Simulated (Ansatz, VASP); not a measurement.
**Two plane-wave programs on Zr**

```
Zr
1.0
     0.00000    2.07460    2.16480
     2.07460    0.00000    2.16480
     2.07460    2.07460    0.00000
Zr
1
Direct
  0.00000 0.00000 0.00000
```

Change from the starting cell: strain -0.080 along x and y, -0.040 along z, atoms carried along.

Alike in both runs: task single point; functional PBEsol; k mesh 18 × 18 × 18; occupations gaussian, width 0.15 eV; no spin polarisation.

|  | VASP | Ansatz |
| --- | --- | --- |
| version | VASP 6.6.1 | Ansatz 0.2.0 |
| potentials or method | VASP PAW PBE potentials, release 64 (Zr_sv), cutoff 520 eV | scalar-relativistic, plane waves, PAW |
| valence electrons in the cell | 12 | 12 |

|  | VASP | Ansatz | Ansatz less VASP |
| --- | --- | --- | --- |
| gap on the k mesh at the Fermi level (eV) | none | none | - |
| pressure (GPa) | 22.7 | 22.5 | -0.14 |
| traceless stress, the component that is largest in VASP (GPa) | -0.48 | -0.47 | +0.013 |

VASP's potentials were made for PBE, not for PBEsol. A gap of «none» marks a metal or a gap that the smearing closes. With one functional, cell and mesh, what is left measures potentials, basis and numerics.
